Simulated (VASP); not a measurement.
# RbBaSi2 (P6/mmm) in VASP: notebook

Runs on RbBaSi2. Level: PBE. Tasks: single point, relaxation of cell and atoms.

All numbers are computed with VASP 6.6.1; they aren't measurements. Logs are shortened: lines on timing, memory, paths and dates and some standing lists are left out, and cuts for length are marked.

## Step 1: The cell of the first run

It takes space group P6/mmm (No. 191, hexagonal). Conventional cell: a = 4.559 Å, b = 4.559 Å, c = 6.807 Å, α = 90.00°, β = 90.00°, γ = 120.00°. Rb (site symmetry 6/mmm) has 2 Ba at 3.40 Å and 12 Si at 4.30 Å and 6 Rb at 4.56 Å within 4.6 Å. Ba (site symmetry 6/mmm) has 6 Si at 2.63 Å and 2 Rb at 3.40 Å within 3.5 Å. Si (site symmetry -6m2) has 3 Si at 2.63 Å and 3 Ba at 2.63 Å within 3.5 Å.

The cell was generated, and may not be a known phase.

## Step 2: Single point, PBE

The input, INCAR:

```
SYSTEM = RbBaSi2
  PREC = Accurate
  ENCUT = 520
  EDIFF = 1E-7
  ISMEAR = 0
  SIGMA = 0.1
  LREAL = .FALSE.
  LASPH = .TRUE.
  NELM = 60
  ALGO = Normal
  ISIF = 2
  LWAVE = .FALSE.
  LCHARG = .FALSE.
  GGA = PE
  NBANDS = 22
```

The input, KPOINTS:

```
regular mesh
0
G
  6 6 4
  0 0 0
```

The input, POSCAR:

```
RbBaSi2
1.0
    4.5592064000      0.0000000000      0.0000000000
   -2.2796032000      3.9483885600      0.0000000000
    0.0000000000      0.0000000000      6.8069360500
Rb Ba Si
1 1 2
Direct
    0.0000000000      0.0000000000      0.0000000000
    0.0000000000      0.0000000000      0.5000000000
    0.3333333300      0.6666666700      0.5000000000
    0.6666666700      0.3333333300      0.5000000000
```

Potentials or basis: VASP PAW PBE potentials, release 64 (Rb_sv, Ba_sv, Si).

On the command line:

```
cat potpaw_PBE.64/Rb_sv/POTCAR potpaw_PBE.64/Ba_sv/POTCAR potpaw_PBE.64/Si/POTCAR > POTCAR
mpirun -np 1 vasp_std > vasp.out
```

OUTCAR:

```text
SYSTEM = RbBaSi2
   PREC = Accurate
   ENCUT = 520
   EDIFF = 1E-7
   ISMEAR = 0
   LREAL = .FALSE.
   LASPH = .TRUE.
   NELM = 60
   ISIF = 2
   GGA = PE

 ion  position               nearest neighbor table
   1  0.000  0.000  0.000-   2 3.40   2 3.40   4 4.30   3 4.30   3 4.30   4 4.30   3 4.30   3 4.30
                             4 4.30   4 4.30   4 4.30   4 4.30   3 4.30   3 4.30
   2  0.000  0.000  0.500-   3 2.63   4 2.63   3 2.63   4 2.63   4 2.63   3 2.63   1 3.40   1 3.40

   3  0.333  0.667  0.500-   4 2.63   2 2.63   4 2.63   2 2.63   2 2.63   4 2.63   1 4.30   1 4.30
                             1 4.30   1 4.30   1 4.30   1 4.30
   4  0.667  0.333  0.500-   3 2.63   2 2.63   3 2.63   2 2.63   2 2.63   3 2.63   1 4.30   1 4.30
                             1 4.30   1 4.30   1 4.30   1 4.30

  LATTYP: Found a hexagonal cell.
 ALAT       =     4.5592064000
 C/A-ratio  =     1.4930089697

  Lattice vectors:

 A1 = (   4.5592064000,   0.0000000000,   0.0000000000)
 A2 = (  -2.2796032000,   3.9483885600,   0.0000000000)
 A3 = (   0.0000000000,   0.0000000000,   6.8069360500)

Analysis of symmetry for initial positions (statically):
=====================================================================
 Subroutine PRICEL returns:
 Original cell was already a primitive cell.

 Routine SETGRP: Setting up the symmetry group for a
 hexagonal supercell.

 Subroutine GETGRP returns: Found 24 space group operations
 (whereof 24 operations were pure point group operations)
 out of a pool of 24 trial point group operations.

The static configuration has the point symmetry D_6h.

Analysis of symmetry for dynamics (positions and initial velocities):
=====================================================================
 Subroutine PRICEL returns:
 Original cell was already a primitive cell.

 Routine SETGRP: Setting up the symmetry group for a
 hexagonal supercell.

 Subroutine GETGRP returns: Found 24 space group operations
 (whereof 24 operations were pure point group operations)
 out of a pool of 24 trial point group operations.

The dynamic configuration has the point symmetry D_6h.

 Subroutine INISYM returns: Found 24 space group operations
 (whereof 24 operations are pure point group operations),
 and found     1 'primitive' translations

----------------------------------------------------------------------------------------

                                     Primitive cell

  volume of cell :     122.5352

  direct lattice vectors                    reciprocal lattice vectors
     4.559206400  0.000000000  0.000000000     0.219336418  0.126633940  0.000000000
    -2.279603200  3.948388560  0.000000000     0.000000000  0.253267880  0.000000000
     0.000000000  0.000000000  6.806936050     0.000000000  0.000000000  0.146908975

  length of vectors
     4.559206400  4.559206397  6.806936050     0.253267880  0.253267880  0.146908975

  position of ions in fractional coordinates (direct lattice)
     0.000000000  0.000000000  0.000000000
     0.000000000  0.000000000  0.500000000
     0.333333330  0.666666670  0.500000000
     0.666666670  0.333333330  0.500000000

  ion indices of the primitive-cell ions
   primitive index   ion index
                 1           1
                 2           2
                 3           3
                 4           4

----------------------------------------------------------------------------------------

 KPOINTS: regular mesh

Automatic generation of k-mesh.
 Grid dimensions read from file:
 generate k-points for:    6    6    4

 Generating k-lattice:

  Cartesian coordinates                     Fractional coordinates (reciprocal lattice)
     0.036556070  0.021105657  0.000000000     0.166666667 -0.000000000  0.000000000
     0.000000000  0.042211313  0.000000000     0.000000000  0.166666667  0.000000000
     0.000000000  0.000000000  0.036727244     0.000000000  0.000000000  0.250000000

  Length of vectors
     0.042211313  0.042211313  0.036727244

  Shift w.r.t. Gamma in fractional coordinates (k-lattice)
     0.000000000  0.000000000  0.000000000

 Subroutine IBZKPT returns following result:
 ===========================================

 Found     21 irreducible k-points:

 Following reciprocal coordinates:
            Coordinates               Weight
  0.000000  0.000000  0.000000      1.000000
  0.166667  0.000000  0.000000      6.000000
  0.333333  0.000000  0.000000      6.000000
  0.500000  0.000000  0.000000      3.000000
  0.166667  0.166667  0.000000      6.000000
  0.333333  0.166667  0.000000     12.000000
[... 13 lines left out ...]
  0.333333  0.166667  0.500000     12.000000
  0.333333  0.333333  0.500000      2.000000
   k-points           NKPTS =     21   k-points in BZ     NKDIM =     21   number of bands    NBANDS=     22
   number of dos      NEDOS =    301   number of ions     NIONS =      4
   total plane-waves  NPLWV =  69984
   dimension x,y,z NGX =    36 NGY =   36 NGZ =   54
   dimension x,y,z NGXF=    72 NGYF=   72 NGZF=  108
   ions per type =               1   1   2
   NGX,Y,Z   is equivalent  to a cutoff of  13.13, 13.13, 13.19 a.u.
   NGXF,Y,Z  is equivalent  to a cutoff of  26.25, 26.25, 26.38 a.u.
 SYSTEM =  RbBaSi2
   PREC   = accura    normal or accurate (medium, high low for compatibility)
   ISTART =      0    job   : 0-new  1-cont  2-samecut
   ICHARG =      2    charge: 1-file 2-atom 10-const
   ISPIN  =      1    spin polarized calculation?
   LNONCOLLINEAR =      F non collinear calculations
   LSORBIT =      F    spin-orbit coupling
   LASPH  =      T    aspherical Exc in radial PAW
   ENCUT  =  520.0 eV  38.22 Ry    6.18 a.u.   8.48  8.48 12.66*2*pi/ulx,y,z
   NELM   =     60;   NELMIN=  2; NELMDL= -5     # of ELM steps
   EDIFF  = 0.1E-06   stopping-criterion for ELM
   LREAL  =      F    real-space projection
   EDIFFG = 0.1E-05   stopping-criterion for IOM
   NSW    =      0    number of steps for IOM
   IBRION =     -1    ionic relax: 0-MD 1-quasi-New 2-CG
   NFREE  =      0    steps in history (QN), initial steepest desc. (CG)
   ISIF   =      2    stress and relaxation
   ISYM   =      2    0-nonsym 1-usesym 2-fastsym
   POTIM  = 0.5000    time-step for ionic-motion
   TEBEG  =    0.0;   TEEND  =   0.0 temperature during run
   PSTRESS=    0.0 pullay stress
   NELECT =      27.0000    total number of electrons
   NUPDOWN=      -1.0000    fix difference up-down
   EMIN   =  10.00;   EMAX   =-10.00  energy-range for DOS
   EFERMI =   0.00;   METHOD = LEGACY
   ISMEAR =     0;   SIGMA  =   0.10  broadening in eV -4-tet -1-fermi 0-gaus
   EFERMI_NEDOS =   21; number of points for ismear=-14 and -15
   IALGO  =     38    algorithm
   IMIX   =      4    mixing-type and parameters
     AMIX     =   0.40;   BMIX     =  1.00
     AMIX_MAG =   1.60;   BMIX_MAG =  1.00
  volume/ion in A,a.u.               =      30.63       206.73
  Fermi-wavevector in a.u.,A,eV,Ry     =   0.988802  1.868564 13.302805  0.977729
  Thomas-Fermi vector in A             =   2.120354
   LORBIT       =      0    0 simple, 1 ext, 2 COOP (PROOUT), +10 PAW based schemes
   GGA     = PE    functional components
   LHFCALC =     F    Hartree Fock is set to
   AEXX    =    0.0000 exact exchange contribution
   IVDW    =     0    specifies the selected vdW correction
   LEPSILON=     F    determine dielectric tensor
   LRPA    =     F    only Hartree local field effects (RPA)
 non-spin polarized calculation
 Gauss-broadening in eV      SIGMA  =   0.10
  energy-cutoff  :      520.00
  volume of cell :      122.54
 maximum number of plane-waves:      3338
 NGX is ok and might be reduce to    36
   NGX = 17   NGY = 17   NGZ = 25

 number of electron      26.9999999 magnetization

 Free energy of the ion-electron system (eV)
  ---------------------------------------------------
  ext. energy  EPLUGINS =         0.00000000
  ---------------------------------------------------
  free energy    TOTEN  =        -8.75507356 eV

  energy without entropy =       -8.73695077  energy(sigma->0) =       -8.74601217

 E-fermi :   3.8032     XC(G=0):  -8.4078

 val. band max:        3.7751600553   @ k =   0.3333   0.1667   0.5000
 cond. band min:       3.9337898757   @ k =   0.3333   0.0000   0.0000
 fundamental gap:      0.1586298204
 Fermi energy:         3.8032174092

 k-point     1 :       0.0000    0.0000    0.0000
  band No.  band energies     occupation
      1     -25.0907      2.00000
      2     -24.2969      2.00000
      3     -10.3335      2.00000
      4     -10.2833      2.00000
      5     -10.2833      2.00000
      6      -9.0168      2.00000
[... 14 lines left out ...]
     21       8.9870      0.00000
     22       8.9870      0.00000

 k-point     2 :       0.1667    0.0000    0.0000
  band No.  band energies     occupation
      1     -25.0879      2.00000
      2     -24.2802      2.00000
      3     -10.6847      2.00000
      4     -10.3494      2.00000
      5     -10.3096      2.00000
      6      -9.0646      2.00000
[... 14 lines left out ...]
     21       8.3806      0.00000
     22       8.5858      0.00000

 k-point     3 :       0.3333    0.0000    0.0000
  band No.  band energies     occupation
      1     -25.0822      2.00000
      2     -24.2464      2.00000
      3     -11.2879      2.00000
      4     -10.4746      2.00000
      5     -10.2611      2.00000
      6      -9.1570      2.00000
[... 14 lines left out ...]
     21       8.2505      0.00000
     22       9.0829      0.00000
[... 401 lines left out ...]
 k-point    20 :       0.3333    0.1667    0.5000
  band No.  band energies     occupation
      1     -25.0686      2.00000
      2     -24.2441      2.00000
      3     -11.3893      2.00000
      4     -10.7344      2.00000
      5      -9.5852      2.00000
      6      -9.3295      2.00000
[... 14 lines left out ...]
     21       7.3726      0.00000
     22       8.0317      0.00000

 k-point    21 :       0.3333    0.3333    0.5000
  band No.  band energies     occupation
      1     -25.0673      2.00000
      2     -24.2354      2.00000
      3     -11.1687      2.00000
      4     -11.1687      2.00000
      5      -9.5699      2.00000
      6      -9.3257      2.00000
[... 14 lines left out ...]
     21       7.0465      0.00000
     22       9.2122      0.00000

------------------------ aborting loop because EDIFF is reached ----------------------------------------

  FORCE on cell =-STRESS in cart. coord.  units (eV):
  Direction    XX          YY          ZZ          XY          YZ          ZX
  --------------------------------------------------------------------------------------
  -------------------------------------------------------------------------------------
  Total       16.9558040     16.9558040      1.7337128      0.0000000     -0.0000000      0.0000000
  in kB      221.7012597    221.7012593     22.6687170      0.0000000     -0.0000000      0.0000000
  external PRESSURE =     155.3570787 kB  Pullay stress =       0.0000000 kB

 VOLUME and BASIS-vectors are now :
 -----------------------------------------------------------------------------
  energy-cutoff  :      520.00
  volume of cell :      122.54
      direct lattice vectors                 reciprocal lattice vectors
     4.559206400  0.000000000  0.000000000     0.219336418  0.126633940  0.000000000
    -2.279603200  3.948388560  0.000000000     0.000000000  0.253267880  0.000000000
     0.000000000  0.000000000  6.806936050     0.000000000  0.000000000  0.146908975

 POSITION                                       TOTAL-FORCE (eV/Angst)
 -----------------------------------------------------------------------------------
      0.00000      0.00000      0.00000         0.000000      0.000000      0.000000
      0.00000      0.00000      3.40347         0.000000      0.000000      0.000000
     -0.00000      2.63226      3.40347        -0.000000      0.000000      0.000000
      2.27960      1.31613      3.40347         0.000000     -0.000000      0.000000
 -----------------------------------------------------------------------------------
    total drift:                               -0.000000      0.000000      0.000000

  FREE ENERGIE OF THE ION-ELECTRON SYSTEM (eV)
  ---------------------------------------------------
  free  energy   TOTEN  =        -8.7550735649 eV

  energy  without entropy=       -8.7369507668  energy(sigma->0) =       -8.74601217
```

It took 94 s on 1 thread of Oxide Virtual Turin-like, shared host; peak memory 0.23 GiB.

Results:

```
Free energy            : -8.7551 eV
Pressure               : 15.5 GPa
Band gap on the k mesh : zero (an odd number of electrons rules out a gap without spin polarisation)
```

Levels at points of the mesh, in eV from the Fermi level:
```csv
k point,band 12,band 13,band 14,band 15,band 16,band 17
"(0.00, 0.00, 0.00)",-3.46,-2.33,-1.27,1.89,1.95,1.95
"(0.50, 0.00, 0.00)",-1.36,-0.69,-0.30,0.21,0.59,0.82
"(0.00, 0.00, 0.50)",-3.45,-2.86,1.07,1.16,2.46,2.46
"(0.50, 0.00, 0.50)",-1.36,-0.76,-0.68,0.22,1.20,2.29
```

Caveat: the stress differs along the axes, from 2 to 22 GPa; spin-orbit coupling is left out, which moves the levels of the heavy elements; an odd number of electrons without spin polarisation forces a metal; a magnetic or distorted state may lie lower.

## Step 3: Single point, PBE

This run uses another cell than the first one, of 47.02 Å³/atom.

The input, INCAR:

```
ALGO = Normal
EDIFF = 1E-6
ENCUT = 520
GGA = PE
ISIF = 2
ISMEAR = 0
LASPH = True
LCHARG = False
LREAL = False
LWAVE = False
NBANDS = 22
NELM = 60
PREC = Accurate
SIGMA = 0.1
```

The input, KPOINTS:

```
k-points
0
Gamma
  6 6 4
```

The input, POSCAR:

```
RbBaSi2
1.0
    5.3345400586      0.0000000000      0.0000000000
   -2.6672700293      4.6198472082      0.0000000000
    0.0000000000      0.0000000000      7.6318079058
Rb Ba Si
1 1 2
Direct
    0.0000000000      0.0000000000      0.0000000000
    0.0000000000      0.0000000000      0.5000000000
    0.3333333333      0.6666666667      0.5000000000
    0.6666666667      0.3333333333      0.5000000000
```

Potentials or basis: VASP PAW PBE potentials, release 64 (Rb_sv, Ba_sv, Si).

On the command line:

```
cat potpaw_PBE.64/Rb_sv/POTCAR potpaw_PBE.64/Ba_sv/POTCAR potpaw_PBE.64/Si/POTCAR > POTCAR
mpirun -np 1 vasp_std > vasp.out
```

It took 83 s on 1 thread of Oxide Virtual Turin-like, shared host; peak memory 0.31 GiB.

It converged, with:

* Free energy: -11.3433 eV
* Pressure: 0.5 GPa
* Band gap on the k mesh: zero (an odd number of electrons rules out a gap without spin polarisation)

Stress tensor (GPa, compression positive):
```
0.62 0.00 0.00
0.00 0.62 0.00
0.00 0.00 0.14
```

Levels at points of the mesh, in eV from the Fermi level:
| k point | band 10 | band 11 | band 12 | band 13 | band 14 | band 15 | band 16 | band 17 |
| --- | --- | --- | --- | --- | --- | --- | --- | --- |
| (0.00, 0.00, 0.00) | -4.57 | -2.80 | -2.80 | -1.62 | -0.80 | 1.82 | 1.85 | 2.07 |
| (0.50, 0.00, 0.00) | -6.53 | -1.65 | -1.38 | -1.06 | 0.05 | 0.48 | 0.68 | 1.45 |
| (0.00, 0.00, 0.50) | -4.57 | -2.79 | -2.79 | -2.07 | 1.01 | 1.16 | 1.75 | 2.42 |
| (0.50, 0.00, 0.50) | -6.53 | -1.67 | -1.39 | -1.03 | -0.33 | 0.69 | 1.70 | 2.01 |

Caveat: spin-orbit coupling is left out, which moves the levels of the heavy elements; an odd number of electrons without spin polarisation forces a metal; a magnetic or distorted state may lie lower.

## Step 4: Relaxation of cell and atoms, PBE

The input, INCAR:

```
SYSTEM = RbBaSi2
PREC = Accurate
ENCUT = 600
EDIFF = 1E-6
ISMEAR = 0
SIGMA = 0.1
LREAL = .False.
LASPH = .True.
NELM = 60
ALGO = Normal
ISIF = 3
LWAVE = .False.
LCHARG = .False.
GGA = PE
IBRION = 2
NSW = 90
EDIFFG = -0.04
```

The input, KPOINTS:

```
regular mesh
0
Gamma
  6 6 4
  0 0 0
```

The input, POSCAR:

```
RbBaSi2
1.0
    4.5592064000      0.0000000000      0.0000000000
   -2.2796032000      3.9483885600      0.0000000000
    0.0000000000      0.0000000000      6.8069360500
Rb Ba Si
1 1 2
Direct
    0.0000000000      0.0000000000      0.0000000000
    0.0000000000      0.0000000000      0.5000000000
    0.3333333300      0.6666666700      0.5000000000
    0.6666666700      0.3333333300      0.5000000000
```

On the command line:

```
cat potpaw_PBE.64/Rb_sv/POTCAR potpaw_PBE.64/Ba_sv/POTCAR potpaw_PBE.64/Si/POTCAR > POTCAR
mpirun -np 1 vasp_std > vasp.out
```

It took 9.4 min on 1 thread of Oxide Virtual Turin-like, shared host; peak memory 0.26 GiB.

It converged, with:

- Free energy: -11.3483 eV
- Relaxed volume: 48.61 Å³/atom
- Relaxed cell: a = 5.395 Å, b = 5.395 Å, c = 7.715 Å, α = 90.00°, β = 90.00°, γ = 120.00°
- Space group after relaxing (to 0.1 Å): P6/mmm (No. 191)
- Energy gained by relaxing: 648.2 meV/atom
- Ionic steps: 10
- Pressure after relaxing: -0.1 GPa
- Band gap on the k mesh: zero (an odd number of electrons rules out a gap without spin polarisation)

Step by step:
```
step  energy change (eV)  largest force (eV/Å)  pressure (GPa)  volume (Å³)
   1              0.0000                0.0000           15.54       122.54
   2             -2.4781                0.0000           -0.35       181.53
   3             -2.5051                0.0000            0.83       171.63
   4             -2.5084                0.0000            0.51       174.04
   5             -2.5077                0.0000            0.66       172.91
   6             -2.5430                0.0000            0.53       176.78
   7             -2.5857                0.0000            0.28       186.20
   8             -2.5916                0.0000            0.17       190.37
   9             -2.5925                0.0000            0.12       192.62
  10             -2.5930                0.0000           -0.06       194.46
```

Final structure:
```
Rb Ba Si
1.0
     5.39481    0.00000    0.00000
    -2.69741    4.67204    0.00000
     0.00000    0.00000    7.71512
Rb Ba Si
1 1 2
Direct
  0.00000 0.00000 0.00000
  0.00000 0.00000 0.50000
  0.33333 0.66667 0.50000
  0.66667 0.33333 0.50000
```

Levels at points of the mesh, in eV from the Fermi level:
```
           k point  band 11  band 12  band 13  band 14  band 15  band 16
(0.00, 0.00, 0.00)    -2.68    -2.68    -1.55    -0.77     1.84     2.08
(0.50, 0.00, 0.00)    -1.56    -1.36    -1.07     0.08     0.48     0.71
(0.00, 0.00, 0.50)    -2.67    -2.67    -2.01     0.99     1.15     1.72
(0.50, 0.00, 0.50)    -1.58    -1.37    -1.03    -0.29     0.71     1.73
```

Caveat: the volume moved by over 15 % at a fixed basis, so the end points are rough; spin-orbit coupling is left out, which moves the levels of the heavy elements; an odd number of electrons without spin polarisation forces a metal; a magnetic or distorted state may lie lower.

## Step 5: Overview

| task | cell | cutoff (eV) | gap on the mesh (eV) | pressure (GPa) |
| --- | --- | --- | --- | --- |
| single point | a = 4.559, b = 4.559, c = 6.807 Å, angles 90.0, 90.0, 120.0°, 4 atoms | 520 | none | 15.5 |
| single point | a = 5.335, b = 5.335, c = 7.632 Å, angles 90.0, 90.0, 120.0°, 4 atoms | 520 | none | 0.5 |
| relaxation of cell and atoms | relaxed from a = 4.559, b = 4.559, c = 6.807 Å, angles 90.0, 90.0, 120.0°, 4 atoms | 600 | none | -0.1 |

Alike in all rows: level PBE; potentials or basis VASP PAW PBE potentials, release 64 (Rb_sv, Ba_sv, Si); no spin polarisation; k mesh 6 × 6 × 4; smearing gaussian 0.1 eV.

Caveats: spin-orbit coupling is left out, which moves the levels of the heavy elements; an odd number of electrons without spin polarisation forces a metal; a magnetic or distorted state may lie lower; the stress differs along the axes, from 2 to 22 GPa (at least some runs); the volume moved by over 15 % at a fixed basis, so the end points are rough (at least some runs).

Absolute energies hang on the potentials; compare differences alone.

The gap in the log of VASP goes by the Fermi energy; the results here count the filled bands.